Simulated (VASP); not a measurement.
MoRu2, 6 atoms in the cell. It takes space group P6_3/mmc (No. 194, hexagonal). The conventional cell has a = 2.757 Å, b = 2.757 Å, c = 13.164 Å, α = 90.00°, β = 90.00°, γ = 120.00°. Within 3.6 Å of Mo (site symmetry -6m2) lie 6 Ru at 2.72 Å and 6 Mo at 2.76 Å. Ru (site symmetry 3m) has 9 Ru at 2.68 to 2.76 Å and 3 Mo at 2.72 Å within 3.5 Å. 

- Program: VASP 6.6.1
- Task: single point
- Functional: PBE
- Potentials or basis: VASP PAW PBE potentials, release 64 (Mo_sv, Ru_pv)
- Cutoff: 520 eV
- k mesh: 18 × 18 × 4
- Occupations: gaussian, width 0.1 eV
- Spin: no spin polarisation
- Dipole correction: no
- Further INCAR settings: ALGO = Fast; EDIFF = 1e-06; NBANDS = 51

Potentials or basis: VASP PAW PBE potentials, release 64 (Mo_sv, Ru_pv).

Command:

```sh
$ cat potpaw_PBE.64/Mo_sv/POTCAR potpaw_PBE.64/Ru_pv/POTCAR > POTCAR
$ mpirun -np 1 vasp_std > vasp.out
```

Hardware: 1 thread of Intel(R) Xeon(R) 6975P-C (Granite Rapids), on a shared host.

How long does it take, and how much memory?

It took 5.2 min on 1 thread of Intel(R) Xeon(R) 6975P-C (Granite Rapids), with other jobs on the host, peak memory 0.5 GiB. Counts: scf iterations 18, k points 111.
